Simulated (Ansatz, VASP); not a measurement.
## One calculation of FeI, two programs

```xyz
4
Lattice="5.6383 0.0000 0.0000 0.0000 3.6353 0.0000 0.0000 0.0000 5.9446" Properties=species:S:1:pos:R:3 pbc="T T T"
I     1.4096    0.0000    1.0522
I     4.2287    0.0000    4.8924
Fe    1.4096    1.8177    4.0542
Fe    4.2287    1.8177    1.8904
```

Alike in both runs: task single point; functional r2SCAN; k mesh 6 × 9 × 6; occupations methfessel-paxton of order 1, width 0.034 eV; no spin polarisation.

```csv
,VASP,Ansatz
version,VASP 6.6.1,Ansatz 0.2.0
potentials or method,"VASP PAW PBE potentials, release 64 (I, Fe), cutoff 520 eV",PAW plane waves
valence electrons in the cell,30,66
```

Ansatz gave:

```
pressure (GPa)                                                : -7.2
traceless stress, the component that is largest in VASP (GPa) : 3.26
rms of the force components (eV/Å)                            : 0.520
```

**Question.** What did VASP give for the same quantities?

**Answer.** Pressure (GPa): -7.3; traceless stress, the component that is largest in VASP (GPa): 3.27; rms of the force components (eV/Å): 0.519.

VASP's potentials were made for PBE, not for r2SCAN. Atom by atom the forces differ by 0.001 eV/Å (rms over components). With one functional, cell and mesh, what is left measures potentials, basis and numerics. VASP's potentials hold 30 valence electrons a cell and Ansatz's 66, so a difference there can come from the potentials and not from the codes.

Neither program's run includes spin-orbit coupling.
